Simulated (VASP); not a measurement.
Input of a VASP 6.6.1 run:

INCAR

```
SYSTEM = HgTe
  ALGO = Normal
  EDIFF = 1E-6
  ENCUT = 520
  GGA = PE
  ISIF = 2
  ISMEAR = 0
  LASPH = .TRUE.
  LCHARG = .FALSE.
  LREAL = .FALSE.
  LWAVE = .FALSE.
  NBANDS = 16
  NELM = 100
  PREC = Accurate
  SIGMA = 0.15
```

KPOINTS

```
k-points
0
G
  14 14 14
  0 0 0
```

POSCAR

```
HgTe
1.0
    0.0000000000      3.2235000000      3.2235000000
    3.2235000000      0.0000000000      3.2235000000
    3.2235000000      3.2235000000      0.0000000000
Hg Te
1 1
Direct
    0.0022388331      0.0022388331      0.0022388331
    0.7500000000      0.7500000000      0.7500000000
```

Potentials or basis: VASP PAW PBE potentials, release 64 (Hg, Te).

The run is started by

```console
$ cat potpaw_PBE.64/Hg/POTCAR potpaw_PBE.64/Te/POTCAR > POTCAR
$ mpirun -np 1 vasp_std > vasp.out
```

(1) Predict the pressure.

(2) Estimate the largest force.

## Answers

(1) 4.1 GPa.

(2) 0.099 eV/Å.

Caveat: the cell differs from its parent crystal (all Hg atoms moved -0.025 Å, as atom 1 towards its neighbour atom 2 (Te) at 2.792 Å).
